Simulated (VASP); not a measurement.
# Al9O in VASP: further runs, part 2 of 2

VASP 6.6.1. Earlier steps stand in the parts before.

## 3. Single point, PBE

Contents of INCAR:

```
ALGO     = Normal         # electronic algorithm
DIPOL    = 0.5 0.5 0.337
EDIFF    = 1E-6           # SCF threshold, eV
ENCUT    = 520            # plane-wave cutoff, eV
GGA      = PE             # functional
GGA_COMPAT= F            
IDIPOL   = 3            
ISIF     = 2              # what is computed and relaxed
ISMEAR   = 0              # smearing method
LASPH    = T              # aspherical terms in the spheres
LCHARG   = F              # write CHGCAR
LDIPOL   = T            
LREAL    = F              # projectors in reciprocal space
LWAVE    = F              # write WAVECAR
NBANDS   = 28             # bands
NELM     = 120            # most SCF steps
NELMDL   = -8           
PREC     = Accurate       # precision mode
SIGMA    = 0.1            # smearing width, eV
```

Contents of KPOINTS:

```
k-points
0
Gamma
  9 3 1
```

Contents of POSCAR:

```
Al9O
1.0
    2.8535431553      0.0000000000      0.0000000000
   -1.4267715777      9.7014842378      0.0000000000
    0.0000000000      0.0000000000     20.2903703566
Al O
9 1
Direct
    0.5324432082      0.0648864163      0.1971378506
    0.6709612116      0.3419224231      0.2462112387
    0.2986648122      0.5973296244      0.2560259163
    0.9263684129      0.8527368258      0.2658405940
    0.0639544175      0.1277109188      0.3154271765
    0.1995835182      0.4042231282      0.3707799904
    0.8288001109      0.6596656509      0.3785021740
    0.4526153906      0.9110819271      0.3874246327
    0.3465201791      0.1898662685      0.4520477751
    0.8424854425      0.1814072012      0.4970333637
```

Potentials or basis: VASP PAW PBE potentials, release 64 (Al, O).

Started as:

```bash
$ cat potpaw_PBE.64/Al/POTCAR potpaw_PBE.64/O/POTCAR > POTCAR
$ mpirun -np 1 vasp_std > vasp.out
```

OUTCAR:

```text
EDIFF = 1E-6
   ENCUT = 520
   GGA = PE
   ISIF = 2
   ISMEAR = 0
   LASPH = T
   LREAL = F
   NELM = 120
   NELMDL = -8
   PREC = Accurate

 ion  position               nearest neighbor table
   1  0.532  0.065  0.197-   5 2.86   5 2.86   2 2.87   4 2.87   4 2.87
   2  0.671  0.342  0.246-   3 2.87   3 2.87   1 2.87   5 2.89   5 2.89   6 2.96   6 2.97
   3  0.299  0.597  0.256-   2 2.87   2 2.87   4 2.87   4 2.87   7 2.93   7 2.93   6 2.99
   4  0.926  0.853  0.266-   5 2.85   1 2.87   1 2.87   3 2.87   3 2.87   8 2.90   8 2.91   7 2.96

   5  0.064  0.128  0.315-   4 2.85   1 2.86   1 2.86   2 2.89   2 2.89   6 2.91   8 2.93   9 2.93
                             8 2.93
   6  0.200  0.404  0.371-   9 2.75   7 2.86   7 2.87   5 2.91   2 2.96   2 2.97   3 2.99
   7  0.829  0.660  0.379-   8 2.83   8 2.83   6 2.86   6 2.87   3 2.93   3 2.93   4 2.96
   8  0.453  0.911  0.387-   7 2.83   7 2.83   4 2.90   4 2.91   5 2.93   5 2.93   9 3.09
   9  0.347  0.190  0.452-  10 1.70  10 1.70   6 2.75   5 2.93   8 3.09
  10  0.842  0.181  0.497-   9 1.70   9 1.70

  LATTYP: Found a base centered orthorhombic cell.
 ALAT       =     2.8535431553
 B/A-ratio  =     6.7996057601
 C/A-ratio  =     7.1105882239

  Lattice vectors:

 A1 = (   1.4267715777,  -9.7014842378,   0.0000000000)
 A2 = (   1.4267715776,   9.7014842378,   0.0000000000)
 A3 = (   0.0000000000,   0.0000000000,  20.2903703566)

Analysis of symmetry for initial positions (statically):
=====================================================================
 Subroutine PRICEL returns:
 Original cell was already a primitive cell.

 Routine SETGRP: Setting up the symmetry group for a
 base centered orthorhombic supercell.

 Subroutine GETGRP returns: Found  1 space group operations
 (whereof  1 operations were pure point group operations)
 out of a pool of  8 trial point group operations.

The static configuration has the point symmetry C_1 .

Analysis of symmetry for dynamics (positions and initial velocities):
=====================================================================
 Subroutine PRICEL returns:
 Original cell was already a primitive cell.

 Routine SETGRP: Setting up the symmetry group for a
 base centered orthorhombic supercell.

 Subroutine GETGRP returns: Found  1 space group operations
 (whereof  1 operations were pure point group operations)
 out of a pool of  8 trial point group operations.

The dynamic configuration has the point symmetry C_1 .

 Subroutine INISYM returns: Found  1 space group operations
 (whereof  1 operations are pure point group operations),
 and found     1 'primitive' translations

----------------------------------------------------------------------------------------

                                     Primitive cell

  volume of cell :     561.7106

  direct lattice vectors                    reciprocal lattice vectors
     2.853543155  0.000000000  0.000000000     0.350441520  0.051538506  0.000000000
    -1.426771578  9.701484238  0.000000000     0.000000000  0.103077011  0.000000000
     0.000000000  0.000000000 20.290370357     0.000000000  0.000000000  0.049284463

  length of vectors
     2.853543155  9.805838748 20.290370357     0.354211062  0.103077011  0.049284463

  position of ions in fractional coordinates (direct lattice)
[... 93 lines left out ...]
   ions per type =               9   1
   NGX,Y,Z   is equivalent  to a cutoff of  13.98, 13.56, 13.11 a.u.
   NGXF,Y,Z  is equivalent  to a cutoff of  27.96, 27.13, 26.22 a.u.
 SYSTEM =  unknown system
   PREC   = accura    normal or accurate (medium, high low for compatibility)
   ISTART =      0    job   : 0-new  1-cont  2-samecut
   ICHARG =      2    charge: 1-file 2-atom 10-const
   ISPIN  =      1    spin polarized calculation?
   LNONCOLLINEAR =      F non collinear calculations
   LSORBIT =      F    spin-orbit coupling
   LASPH  =      T    aspherical Exc in radial PAW
   ENCUT  =  520.0 eV  38.22 Ry    6.18 a.u.   5.31 18.23 37.73*2*pi/ulx,y,z
   NELM   =    120;   NELMIN=  2; NELMDL= -8     # of ELM steps
   EDIFF  = 0.1E-05   stopping-criterion for ELM
   LREAL  =      F    real-space projection
   EDIFFG = 0.1E-04   stopping-criterion for IOM
   NSW    =      0    number of steps for IOM
   IBRION =     -1    ionic relax: 0-MD 1-quasi-New 2-CG
   NFREE  =      0    steps in history (QN), initial steepest desc. (CG)
   ISIF   =      2    stress and relaxation
   ISYM   =      2    0-nonsym 1-usesym 2-fastsym
   POTIM  = 0.5000    time-step for ionic-motion
   TEBEG  =    0.0;   TEEND  =   0.0 temperature during run
   PSTRESS=    0.0 pullay stress
   NELECT =      33.0000    total number of electrons
   NUPDOWN=      -1.0000    fix difference up-down
   EMIN   =  10.00;   EMAX   =-10.00  energy-range for DOS
   EFERMI =   0.00;   METHOD = LEGACY
   ISMEAR =     0;   SIGMA  =   0.10  broadening in eV -4-tet -1-fermi 0-gaus
   EFERMI_NEDOS =   21; number of points for ismear=-14 and -15
   IALGO  =     38    algorithm
   IMIX   =      4    mixing-type and parameters
     AMIX     =   0.40;   BMIX     =  1.00
     AMIX_MAG =   1.60;   BMIX_MAG =  1.00
  volume/ion in A,a.u.               =      56.17       379.06
  Fermi-wavevector in a.u.,A,eV,Ry     =   0.636417  1.202654  5.510726  0.405027
  Thomas-Fermi vector in A             =   1.701081
   LORBIT       =      0    0 simple, 1 ext, 2 COOP (PROOUT), +10 PAW based schemes
   GGA     = PE    functional components
   LHFCALC =     F    Hartree Fock is set to
   AEXX    =    0.0000 exact exchange contribution
   IVDW    =     0    specifies the selected vdW correction
   LEPSILON=     F    determine dielectric tensor
   LRPA    =     F    only Hartree local field effects (RPA)
 non-spin polarized calculation
 Gauss-broadening in eV      SIGMA  =   0.10
  energy-cutoff  :      520.00
  volume of cell :      561.71
 maximum number of plane-waves:     15170
 NGX is ok and might be reduce to    24
   NGX = 11   NGY = 37   NGZ = 75

 number of electron      33.0000000 magnetization

 dipolmoment           0.000000      0.000000      0.204012 electrons x Angstroem

 Free energy of the ion-electron system (eV)
  ---------------------------------------------------
  ext. energy  EPLUGINS =         0.00000000
  ---------------------------------------------------
  free energy    TOTEN  =       -39.47626618 eV

  energy without entropy =      -39.45054036  energy(sigma->0) =      -39.46340327

 E-fermi :  -1.1909     XC(G=0):  -3.8056

 val. band max:       -1.2554806694   @ k =   0.2222   0.3333   0.0000
 cond. band min:      -1.1602682342   @ k =   0.2222   0.3333   0.0000
 fundamental gap:      0.0952124352
 Fermi energy:        -1.1908531822

 k-point     1 :       0.0000    0.0000    0.0000
  band No.  band energies     occupation
      1     -19.9948      2.00000
      2     -11.1151      2.00000
      3      -9.6291      2.00000
      4      -9.5112      2.00000
      5      -8.5334      2.00000
      6      -7.1088      2.00000
[... 423 lines left out ...]
     27       3.3627      0.00000
     28       3.6037      0.00000

------------------------ aborting loop because EDIFF is reached ----------------------------------------

 vacuum level on the upper side and lower side of the slab       (xc-potential included)         0.604        -0.702

  FORCE on cell =-STRESS in cart. coord.  units (eV):
  Direction    XX          YY          ZZ          XY          YZ          ZX
  --------------------------------------------------------------------------------------
  -------------------------------------------------------------------------------------
  Total       -3.4155274     -5.3095378     -0.3060867      0.6490848     -0.6723846     -0.4024731
  in kB       -9.7421710    -15.1444916     -0.8730566      1.8513963     -1.9178550     -1.1479813
  external PRESSURE =      -8.5865731 kB  Pullay stress =       0.0000000 kB

 VOLUME and BASIS-vectors are now :
 -----------------------------------------------------------------------------
  energy-cutoff  :      520.00
  volume of cell :      561.71
      direct lattice vectors                 reciprocal lattice vectors
     2.853543155  0.000000000  0.000000000     0.350441520  0.051538506  0.000000000
    -1.426771578  9.701484238  0.000000000     0.000000000  0.103077011  0.000000000
     0.000000000  0.000000000 20.290370357     0.000000000  0.000000000  0.049284463

 POSITION                                       TOTAL-FORCE (eV/Angst)
 -----------------------------------------------------------------------------------
      1.42677      0.62949      4.00000        -0.025010      0.176175     -0.023694
      1.42677      3.31715      4.99572         0.055332      0.124612      0.022004
     -0.00000      5.79498      5.19486         0.008302     -0.145104      0.039615
      1.42677      8.27281      5.39400        -0.029958     -0.225396     -0.122358
      0.00028      1.23899      6.40013         0.119778      0.156010      0.427660
     -0.00721      3.92156      7.52326        -0.025227      0.232586     -0.306518
      1.42382      6.39974      7.67995         0.006554     -0.115566      0.045411
     -0.00835      8.83885      7.86099        -0.011446     -0.073191     -0.079696
      0.71791      1.84198      9.17222         0.006578      0.003585     -0.027338
      2.14524      1.75992     10.08499        -0.104902     -0.133712      0.024913
 -----------------------------------------------------------------------------------
    total drift:                               -0.000217     -0.000004     -0.000321

  FREE ENERGIE OF THE ION-ELECTRON SYSTEM (eV)
  ---------------------------------------------------
  free  energy   TOTEN  =       -39.4762661832 eV

  energy  without entropy=      -39.4505403621  energy(sigma->0) =      -39.46340327

 vacuum level on the upper side and lower side of the slab         4.231         2.890
```

It took 18 min on 1 thread of Intel Xeon 8259CL, shared host; peak memory 0.7 GiB.

What came out:

```yaml
Free_energy: -39.4763 eV
Largest_force: 0.471 eV/Å
Band_gap_on_the_k_mesh: zero (an odd number of electrons rules out a gap without spin polarisation)
```

Forces in eV/Å, atoms in the order of the input:
```
Al  -0.025  0.176 -0.024
Al   0.055  0.125  0.022
Al   0.008 -0.145  0.040
Al  -0.030 -0.225 -0.122
Al   0.120  0.156  0.428
Al  -0.025  0.233 -0.307
Al   0.007 -0.116  0.045
Al  -0.011 -0.073 -0.080
Al   0.007  0.004 -0.027
O   -0.105 -0.134  0.025
```

Levels at points of the mesh, in eV from the Fermi level:
| k point | band 12 | band 13 | band 14 | band 15 | band 16 | band 17 | band 18 | band 19 | band 20 | band 21 |
| --- | --- | --- | --- | --- | --- | --- | --- | --- | --- | --- |
| (0.00, 0.00, 0.00) | -3.41 | -2.85 | -1.90 | -1.79 | -0.96 | -0.84 | 0.05 | 1.97 | 2.05 | 2.73 |

Caveat: an odd number of electrons without spin polarisation forces a metal; a magnetic or distorted state may lie lower.

## 4. Single point, PBE

Contents of INCAR:

```
SYSTEM = Al9O
ALGO     = Normal         ! electronic algorithm
DIPOL    = 0.5 0.5 0.343
EDIFF    = 1E-6           ! SCF threshold, eV
ENCUT    = 520            ! plane-wave cutoff, eV
GGA      = PE             ! functional
GGA_COMPAT= .False.      
IDIPOL   = 3            
ISIF     = 2              ! what is computed and relaxed
ISMEAR   = 0              ! smearing method
LASPH    = .True.         ! aspherical terms in the spheres
LCHARG   = .False.        ! write CHGCAR
LDIPOL   = .True.       
LREAL    = .False.        ! projectors in reciprocal space
LWAVE    = .False.        ! write WAVECAR
NBANDS   = 28             ! bands
NELM     = 120            ! most SCF steps
NELMDL   = -8           
PREC     = Accurate       ! precision mode
SIGMA    = 0.1            ! smearing width, eV
```

Contents of KPOINTS:

```
k-points
0
Gamma
  9 3 1
  0 0 0
```

POSCAR: that of step 3 with these lines changed.

```diff
@@ -16,3 +16,3 @@
     0.4526153906      0.9110819271      0.3874246327
-    0.3465201791      0.1898662685      0.4520477751
-    0.8424854425      0.1814072012      0.4970333637
+    1.0983088435     -0.0540471259      0.5350598296
+    0.5924854425      0.9314072012      0.4781523647
```

Started as:

```bash
$ cat potpaw_PBE.64/Al/POTCAR potpaw_PBE.64/O/POTCAR > POTCAR
$ mpirun -np 1 vasp_std > vasp.out
```

Run time: 18 min. Hardware: 1 thread of Intel Xeon 8259CL, shared host; peak memory 0.7 GiB.

The run converged. Its results:

| Quantity | Value |
| --- | --- |
| Free energy | -38.9264 eV |
| Largest force | 0.580 eV/Å |
| Band gap on the k mesh | zero (an odd number of electrons rules out a gap without spin polarisation) |

Forces on the atoms (eV/Å):
```
Al  -0.013  0.055  0.002
Al  -0.010  0.162 -0.031
Al  -0.002 -0.161  0.034
Al  -0.036 -0.205 -0.203
Al   0.026 -0.042  0.578
Al  -0.002  0.126 -0.160
Al   0.038 -0.336 -0.175
Al   0.432  0.173 -0.042
Al  -0.003  0.003  0.019
O   -0.430  0.224 -0.022
```

Levels at points of the mesh, in eV from the Fermi level:
| k point | band 15 | band 16 | band 17 | band 18 | band 19 | band 20 |
| --- | --- | --- | --- | --- | --- | --- |
| (0.00, 0.00, 0.00) | -1.79 | -1.48 | -0.36 | 0.37 | 1.24 | 1.42 |

Caveat: an odd number of electrons without spin polarisation forces a metal; a magnetic or distorted state may lie lower.

## 5. Overview

| cell | gap on the mesh (eV) | largest force (eV/Å) |
| --- | --- | --- |
| as given, atomic positions A | none | 1.94 |
| as given, atomic positions B | none | 0.47 |
| as given, atomic positions C | none | 0.58 |

Alike in all rows: task single point; level PBE; potentials or basis VASP PAW PBE potentials, release 64 (Al, O); no spin polarisation; k mesh 9 × 3 × 1; cutoff (eV) 520; smearing gaussian 0.1 eV.

Caveats: an odd number of electrons without spin polarisation forces a metal; a magnetic or distorted state may lie lower.

Absolute energies hang on the potentials; compare differences alone.
